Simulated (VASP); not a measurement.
Input of a VASP 6.6.1 run:

Contents of INCAR:

```
SYSTEM = Ni
ALGO = Normal ; DIPOL = 0.5 0.5 0.500
EDIFF = 1E-7 ; ENCUT = 520
GGA = PE ; IDIPOL = 3
ISIF = 2 ; ISMEAR = -1
ISPIN = 2 ; LASPH = .True.
LCHARG = .False. ; LDIPOL = .True.
LMAXMIX = 4 ; LORBIT = 11
LREAL = .False. ; LWAVE = .False.
MAGMOM = 1 1 1 ; NBANDS = 26
NELM = 150 ; PREC = Accurate
SIGMA = 0.05
```

Contents of KPOINTS:

```
k-points
0
Gamma
  15 10 1
  0 0 0
```

File POSCAR:

```
Ni
1.0
    2.4880368655      0.0000000000      0.0000000000
    0.0000000000      3.5186154789      0.0000000000
    0.0000000000      0.0000000000     18.4880000000
Ni
3
Direct
    0.0000000000      0.0000000000      0.4376885798
    0.5000000000      0.5000000000      0.5000000068
    0.0000000000      0.0000000000      0.5623114134
```

Potentials or basis: VASP PAW PBE potentials, release 64 (Ni).

Command:

```bash
$ cat potpaw_PBE.64/Ni/POTCAR > POTCAR
$ mpirun -np 1 vasp_std > vasp.out
```

(1) Estimate the net moment.

(2) Estimate the largest force.

## Answers

(1) 2.30 μB per cell.

(2) 0.004 eV/Å.
